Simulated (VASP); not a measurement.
Here is a VASP 6.6.1 calculation.

Contents of POSCAR:

```
KBr
1.0
    0.0000000000      3.4461804388      3.4461804388
    3.4461804388      0.0000000000      3.4461804388
    3.4461804388      3.4461804388      0.0000000000
Br K
1 1
Direct
    0.5000000000      0.5000000000      0.5000000000
    0.0000000000      0.0000000000      0.0000000000
```

File INCAR.step1:

```
ALGO = Normal
EDIFF = 1E-5
ENCUT = 520
GGA = PE
ISIF = 2
ISMEAR = -1
LASPH = T
LCHARG = F
LREAL = F
LWAVE = T
NBANDS = 15
NELM = 100
PREC = Accurate
SIGMA = 0.05
```

Contents of INCAR.step2:

```
AEXX = 1.0
AGGAC = 0.0
ALDAC = 0.0
ALGO = Normal
EDIFF = 1E-7
ENCUT = 520
GGA = PE
ISIF = 2
ISMEAR = -1
ISTART = 1
LASPH = T
LCHARG = F
LHFCALC = T
LREAL = F
LWAVE = F
NBANDS = 15
NELM = 100
PREC = Accurate
PRECFOCK = Normal
SIGMA = 0.05
```

File KPOINTS:

```
k-points
0
Gamma
  4 4 4
```

Potentials or basis: VASP PAW PBE potentials, release 64 (Br, K_sv).

Launch:

```console
$ cat potpaw_PBE.64/Br/POTCAR potpaw_PBE.64/K_sv/POTCAR > POTCAR
$ cp INCAR.step1 INCAR
$ mpirun -np 1 vasp_std > vasp.out
$ cp INCAR.step2 INCAR
$ mpirun -np 1 vasp_std > vasp.out
```

(1) Predict the pressure.

(2) Estimate the band gap on the k mesh.

Results:

(1) -0.1 GPa.

(2) 11.60 eV.

Caveat: the PAW data sets were made with another functional, which shifts forces and pressure a little.
